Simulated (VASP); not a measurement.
# SiO2 (P4_2/mnm) in VASP: single point with LDA

Aim: the single point of SiO2 with LDA.

All numbers are computed with VASP 6.6.1; they aren't measurements. Logs are shortened: lines on timing, memory, paths and dates and some standing lists are left out, and cuts for length are marked.

**1. The cell of the first run**

The structure is tetragonal, space group P4_2/mnm (No. 136). Conventional cell: a = 4.177 Å, b = 4.177 Å, c = 2.665 Å, α = 90.00°, β = 90.00°, γ = 90.00°. Si (site symmetry mmm) has 6 O at 1.76 to 1.81 Å within 2.3 Å. Within 2.3 Å of O (site symmetry m2m) lie 3 Si at 1.76 to 1.81 Å and 1 O at 2.29 Å.

**2. Single point, LDA**

Input file INCAR:

```
SYSTEM = SiO2
PREC = Accurate ; ENCUT = 600
EDIFF = 1E-6 ; ISMEAR = -1
SIGMA = 0.05 ; LREAL = .FALSE.
LASPH = .TRUE. ; NELM = 120
ALGO = Normal ; ISIF = 2
LWAVE = .FALSE. ; LCHARG = .FALSE.
GGA = CA ; NBANDS = 44
GGA_COMPAT = .FALSE.
```

Input file KPOINTS:

```
regular mesh
0
G
  2 2 2
  0 0 0
```

Input file POSCAR:

```
SiO2
1.0
    4.1773000000      0.0000000000      0.0000000000
    0.0000000000      4.1773000000      0.0000000000
    0.0000000000      0.0000000000      5.3304000000
Si O
4 8
Direct
    0.0000000000      0.0000000000      0.0000000000
    0.5000000000      0.5000000000      0.2500000000
    0.0000000000      0.0000000000      0.5000000000
    0.5000000000      0.5000000000      0.7500000000
    0.3059000000      0.3059000000      0.0000000000
    0.1941000000      0.8059000000      0.2500000000
    0.6941000000      0.6941000000      0.0000000000
    0.8059000000      0.1941000000      0.2500000000
    0.3059000000      0.3059000000      0.5000000000
    0.1941000000      0.8059000000      0.7500000000
    0.6941000000      0.6941000000      0.5000000000
    0.8059000000      0.1941000000      0.7500000000
```

Potentials or basis: VASP PAW LDA potentials, release 64 (Si, O).

Launch:

```bash
$ cat potpaw_LDA.64/Si/POTCAR potpaw_LDA.64/O/POTCAR > POTCAR
$ mpirun -np 1 vasp_std > vasp.out
```

OUTCAR:

```text
SYSTEM = SiO2
   PREC = Accurate
   ENCUT = 600
   EDIFF = 1E-6
   ISMEAR = -1
   LREAL = .FALSE.
   LASPH = .TRUE.
   NELM = 120
   ISIF = 2
   GGA = CA

 ion  position               nearest neighbor table
   1  0.000  0.000  0.000-   6 1.76   8 1.76  10 1.76  12 1.76   7 1.81   5 1.81   3 2.67   3 2.67

   2  0.500  0.500  0.250-   5 1.76   7 1.76   9 1.76  11 1.76   6 1.81   8 1.81   4 2.67   4 2.67

   3  0.000  0.000  0.500-   6 1.76   8 1.76  10 1.76  12 1.76  11 1.81   9 1.81   1 2.67   1 2.67
[... 18 lines left out ...]
 A1 = (   4.1773000000,   0.0000000000,   0.0000000000)
 A2 = (   0.0000000000,   4.1773000000,   0.0000000000)
 A3 = (   0.0000000000,   0.0000000000,   5.3304000000)

Analysis of symmetry for initial positions (statically):
=====================================================================
 Subroutine PRICEL returns following result:

  LATTYP: Found a simple tetragonal cell.
 ALAT       =     4.1773000000
 C/A-ratio  =     0.6380197735

  Lattice vectors:

 A1 = (   4.1773000000,   0.0000000000,   0.0000000000)
 A2 = (   0.0000000000,   4.1773000000,   0.0000000000)
 A3 = (   0.0000000000,   0.0000000000,   2.6652000000)

   2 primitive cells build up your supercell.

 Routine SETGRP: Setting up the symmetry group for a
 simple tetragonal supercell.

 Subroutine GETGRP returns: Found 16 space group operations
 (whereof  8 operations were pure point group operations)
 out of a pool of 16 trial point group operations.

The static configuration has the point symmetry D_2h.
 The point group associated with its full space group is D_4h.

Analysis of symmetry for dynamics (positions and initial velocities):
=====================================================================
 Subroutine PRICEL returns following result:

  LATTYP: Found a simple tetragonal cell.
 ALAT       =     4.1773000000
 C/A-ratio  =     0.6380197735

  Lattice vectors:

 A1 = (   4.1773000000,   0.0000000000,   0.0000000000)
 A2 = (   0.0000000000,   4.1773000000,   0.0000000000)
 A3 = (   0.0000000000,   0.0000000000,   2.6652000000)

   2 primitive cells build up your supercell.

 Routine SETGRP: Setting up the symmetry group for a
 simple tetragonal supercell.

 Subroutine GETGRP returns: Found 16 space group operations
[... 98 lines left out ...]
   NFREE  =      0    steps in history (QN), initial steepest desc. (CG)
   ISIF   =      2    stress and relaxation
   ISYM   =      2    0-nonsym 1-usesym 2-fastsym
   POTIM  = 0.5000    time-step for ionic-motion
   TEBEG  =    0.0;   TEEND  =   0.0 temperature during run
   PSTRESS=    0.0 pullay stress
   NELECT =      64.0000    total number of electrons
   NUPDOWN=      -1.0000    fix difference up-down
   EMIN   =  10.00;   EMAX   =-10.00  energy-range for DOS
   EFERMI =   0.00;   METHOD = LEGACY
   ISMEAR =    -1;   SIGMA  =   0.05  broadening in eV -4-tet -1-fermi 0-gaus
   EFERMI_NEDOS =   21; number of points for ismear=-14 and -15
   IALGO  =     38    algorithm
   IMIX   =      4    mixing-type and parameters
     AMIX     =   0.40;   BMIX     =  1.00
     AMIX_MAG =   1.60;   BMIX_MAG =  1.00
  volume/ion in A,a.u.               =       7.75        52.31
  Fermi-wavevector in a.u.,A,eV,Ry     =   1.445277  2.731178 28.420200  2.088826
  Thomas-Fermi vector in A             =   2.563477
   LORBIT       =      0    0 simple, 1 ext, 2 COOP (PROOUT), +10 PAW based schemes
   GGA     = CA    functional components
   LHFCALC =     F    Hartree Fock is set to
   AEXX    =    0.0000 exact exchange contribution
   IVDW    =     0    specifies the selected vdW correction
   LEPSILON=     F    determine dielectric tensor
   LRPA    =     F    only Hartree local field effects (RPA)
 non-spin polarized calculation
  energy-cutoff  :      600.00
  volume of cell :       93.01
 maximum number of plane-waves:      3126
 NGX is ok and might be reduce to    36
   NGX = 17   NGY = 17   NGZ = 21

 number of electron      64.0000003 magnetization

 Free energy of the ion-electron system (eV)
  ---------------------------------------------------
  ext. energy  EPLUGINS =         0.00000000
  ---------------------------------------------------
  free energy    TOTEN  =      -103.90354412 eV

  energy without entropy =     -103.90354412  energy(sigma->0) =     -103.90354412

 E-fermi :   9.2043     XC(G=0): -12.7378

 val. band max:        8.1206070126   @ k =   0.0000   0.0000   0.0000
 cond. band min:      13.7411967857   @ k =   0.0000   0.0000   0.0000
 fundamental gap:      5.6205897730
 Fermi energy:         9.2042646894

 k-point     1 :       0.0000    0.0000    0.0000
  band No.  band energies     occupation
      1     -14.3146      2.00000
      2     -11.5413      2.00000
      3     -11.5413      2.00000
      4     -10.5605      2.00000
      5     -10.5605      2.00000
      6     -10.3255      2.00000
[... 271 lines left out ...]
     43      20.4410      0.00000
     44      20.4418      0.00000

------------------------ aborting loop because EDIFF is reached ----------------------------------------

  FORCE on cell =-STRESS in cart. coord.  units (eV):
  Direction    XX          YY          ZZ          XY          YZ          ZX
  --------------------------------------------------------------------------------------
  -------------------------------------------------------------------------------------
  Total       -2.1277805     -2.1277805     -1.0324447     -0.0000000      0.0000000      0.0000000
  in kB      -36.6510382    -36.6510382    -17.7838691     -0.0000000      0.0000000      0.0000000
  external PRESSURE =     -30.3619818 kB  Pullay stress =       0.0000000 kB

 VOLUME and BASIS-vectors are now :
 -----------------------------------------------------------------------------
  energy-cutoff  :      600.00
  volume of cell :       93.01
      direct lattice vectors                 reciprocal lattice vectors
     4.177300000  0.000000000  0.000000000     0.239389079  0.000000000  0.000000000
     0.000000000  4.177300000  0.000000000     0.000000000  0.239389079  0.000000000
     0.000000000  0.000000000  5.330400000     0.000000000  0.000000000  0.187603182

 POSITION                                       TOTAL-FORCE (eV/Angst)
 -----------------------------------------------------------------------------------
      0.00000      0.00000      0.00000         0.000000      0.000000      0.000000
      2.08865      2.08865      1.33260         0.000000      0.000000      0.000000
      0.00000      0.00000      2.66520         0.000000      0.000000      0.000000
      2.08865      2.08865      3.99780        -0.000000      0.000000      0.000000
      1.27784      1.27784      0.00000         0.014539      0.014539     -0.000000
      0.81081      3.36649      1.33260        -0.014539      0.014539      0.000000
      2.89946      2.89946      0.00000        -0.014539     -0.014539     -0.000000
      3.36649      0.81081      1.33260         0.014539     -0.014539      0.000000
      1.27784      1.27784      2.66520         0.014539      0.014539      0.000000
      0.81081      3.36649      3.99780        -0.014539      0.014539      0.000000
      2.89946      2.89946      2.66520        -0.014539     -0.014539     -0.000000
      3.36649      0.81081      3.99780         0.014539     -0.014539      0.000000
 -----------------------------------------------------------------------------------
    total drift:                               -0.000000      0.000000     -0.000000

  FREE ENERGIE OF THE ION-ELECTRON SYSTEM (eV)
  ---------------------------------------------------
  free  energy   TOTEN  =      -103.9035441214 eV

  energy  without entropy=     -103.9035441212  energy(sigma->0) =     -103.90354412
```

OSZICAR:

```text
N       E                     dE             d eps       ncg     rms          rms(c)
DAV:   1     0.338565527461E+03    0.33857E+03   -0.38745E+04   528   0.159E+03
DAV:   2    -0.968365927574E+02   -0.43540E+03   -0.42466E+03   624   0.339E+02
DAV:   3    -0.113561740178E+03   -0.16725E+02   -0.16649E+02   672   0.657E+01
DAV:   4    -0.113709354910E+03   -0.14761E+00   -0.14742E+00   648   0.703E+00
DAV:   5    -0.113710847535E+03   -0.14926E-02   -0.14921E-02   636   0.686E-01    0.253E+01
DAV:   6    -0.104093848917E+03    0.96170E+01   -0.33866E+01   620   0.279E+01    0.122E+01
DAV:   7    -0.103974306180E+03    0.11954E+00   -0.11537E+00   632   0.490E+00    0.420E+00
DAV:   8    -0.103915914252E+03    0.58392E-01   -0.37200E-02   608   0.129E+00    0.165E+00
DAV:   9    -0.103903523811E+03    0.12390E-01   -0.10331E-02   640   0.695E-01    0.293E-01
DAV:  10    -0.103903568788E+03   -0.44977E-04   -0.61387E-04   612   0.144E-01    0.796E-02
DAV:  11    -0.103903544827E+03    0.23961E-04   -0.95517E-05   632   0.538E-02    0.236E-02
DAV:  12    -0.103903544121E+03    0.70607E-06   -0.66403E-06   648   0.133E-02
   1 F= -.10390354E+03 E0= -.10390354E+03  d E =-.109620E-09
```

stdout:

```text
POSCAR found type information on POSCAR SiO
 POSCAR found :  2 types and      12 ions
 scaLAPACK will be used
 LDA part: xc-table for (Slater(with rela. corr.)+CA(PZ))
 , standard interpolation
 POSCAR, INCAR and KPOINTS ok, starting setup
 FFT: planning ... GRIDC
 FFT: planning ... GRID_SOFT
 FFT: planning ... GRID
 WAVECAR not read
 entering main loop
```

It took 22 s on 1 thread of Intel Xeon Platinum 8488C (Sapphire Rapids), shared host; peak memory 0.19 GiB.

Results:

| Property | Result |
| --- | --- |
| Free energy | -103.9035 eV |
| Pressure | -3.0 GPa |
| Largest force | 0.021 eV/Å |
| Band gap on the k mesh | 5.62 eV |

Forces on the atoms (eV/Å):
```
Si   0.000  0.000  0.000
Si   0.000  0.000  0.000
Si   0.000  0.000  0.000
Si   0.000  0.000  0.000
O    0.015  0.015  0.000
O   -0.015  0.015  0.000
O   -0.015 -0.015  0.000
O    0.015 -0.015  0.000
O    0.015  0.015  0.000
O   -0.015  0.015  0.000
O   -0.015 -0.015  0.000
O    0.015 -0.015  0.000
```

Levels at points of the mesh, in eV from the valence-band top:
| k point | band 28 | band 29 | band 30 | band 31 | band 32 | band 33 | band 34 | band 35 | band 36 | band 37 |
| --- | --- | --- | --- | --- | --- | --- | --- | --- | --- | --- |
| (0.00, 0.00, 0.00) | -2.73 | -2.55 | -0.90 | -0.90 | 0.00 | 5.62 | 6.44 | 8.32 | 8.32 | 8.90 |
| (0.50, 0.00, 0.00) | -2.33 | -1.80 | -1.80 | -1.09 | -1.09 | 7.62 | 7.62 | 8.59 | 8.59 | 8.88 |
| (0.50, 0.50, 0.00) | -2.33 | -1.80 | -1.80 | -1.58 | -1.58 | 7.03 | 7.03 | 7.28 | 7.28 | 9.86 |
| (0.00, 0.00, 0.50) | -1.55 | -1.55 | -1.55 | -0.82 | -0.82 | 7.39 | 7.39 | 9.65 | 9.65 | 9.90 |
| (0.50, 0.00, 0.50) | -2.93 | -1.46 | -1.46 | -1.46 | -1.46 | 8.94 | 8.94 | 8.94 | 8.94 | 10.34 |
| (0.50, 0.50, 0.50) | -1.97 | -1.75 | -1.75 | -1.75 | -1.75 | 8.01 | 8.01 | 8.01 | 8.01 | 11.25 |

Caveat: the k points lie up to 0.75 Å⁻¹ apart.
